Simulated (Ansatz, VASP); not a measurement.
## One calculation of CuO, two programs

INCAR

```
PREC = Accurate
ENCUT = 520
EDIFF = 1E-6
ISMEAR = 1
SIGMA = 0.1
LREAL = F
LASPH = T
NELM = 120
ALGO = Normal
ISIF = 2
LWAVE = F
LCHARG = F
LDIPOL = T
IDIPOL = 3
DIPOL = 0.5 0.5 0.500
GGA = PE
NBANDS = 44
GGA_COMPAT = F
NELMDL = -8
```

The input KPOINTS:

```
regular mesh
0
Gamma
  7 7 1
```

Contents of POSCAR:

```
CuO
1.0
    2.9004842893      0.0000000000      0.0000000000
    0.8811334514      2.7634060421      0.0000000000
    0.0000000000      0.0000000000     24.8512714325
Cu O
4 4
Direct
    0.0000000000      0.5000000000      0.3219151190
    0.4092568450      0.9092568450      0.4236779081
    0.8185136900      0.3185136900      0.5254406973
    0.2277705350      0.7277705350      0.6272034864
    0.5362284225      0.3730284225      0.3727965136
    0.2822852675      0.4454852675      0.4745593027
    0.3547421125      0.1915421125      0.5763220919
    0.1007989576      0.2639989576      0.6780848810
```

Input for Ansatz:

```yaml
crystal:
  lattice:
    - [2.9004842893041154, 0.0, 0.0]
    - [0.8811334513772413, 2.763406042072723, 0.0]
    - [0.0, 0.0, 24.8512714325]
  atoms:
    - { symbol: Cu, position: [3.8277160428664874e-17, 0.5, 0.3219151189801001] }
    - { symbol: Cu, position: [0.4092568450156927, 0.9092568450156927, 0.42367790813432865] }
    - { symbol: O, position: [0.5362284225078463, 0.37302842250784635, 0.3727965135572144] }
    - { symbol: O, position: [0.282285267523539, 0.4454852675235393, 0.4745593027114428] }
    - { symbol: Cu, position: [0.8185136900313854, 0.31851369003138547, 0.5254406972885571] }
    - { symbol: Cu, position: [0.22777053504707814, 0.7277705350470781, 0.6272034864427856] }
    - { symbol: O, position: [0.35474211253923177, 0.19154211253923187, 0.5763220918656714] }
    - { symbol: O, position: [0.10079895755492457, 0.2639989575549246, 0.6780848810198999] }
kpoints:
  mp_grid:
    grid: [7, 7, 1]
hamiltonian:
  xc: pbe
efield:
  axis: 3
  dipole_correction: true
scf:
  convergence:
    dr2_threshold: 1.0e-09
  occupations:
    method: cold
output:
  write_potential: true
  forces: true
```

Alike in both runs: task single point; functional PBE; k mesh 7 × 7 × 1; no spin polarisation.

|  | VASP | Ansatz |
| --- | --- | --- |
| version | VASP 6.6.1 | Ansatz 0.2.0 |
| potentials or method | VASP PAW PBE potentials, release 64 (Cu, O) | plane waves, PAW |
| plane-wave cutoff (eV) | 520 | 420 |
| occupations | methfessel-paxton of order 1, width 0.1 eV | cold |
| valence electrons in the cell | 68 | 100 |

|  | VASP | Ansatz | Ansatz less VASP |
| --- | --- | --- | --- |
| gap on the k mesh at the Fermi level (eV) | none | none | - |
| rms of the force components (eV/Å) | 0.629 | 0.655 | +0.0256 |

A gap of «none» marks a metal or a gap that the smearing closes. VASP's potentials hold 68 valence electrons a cell and Ansatz's 100, so a difference there can come from the potentials and not from the codes. Ansatz's warnings: xc potential rough in thin density.
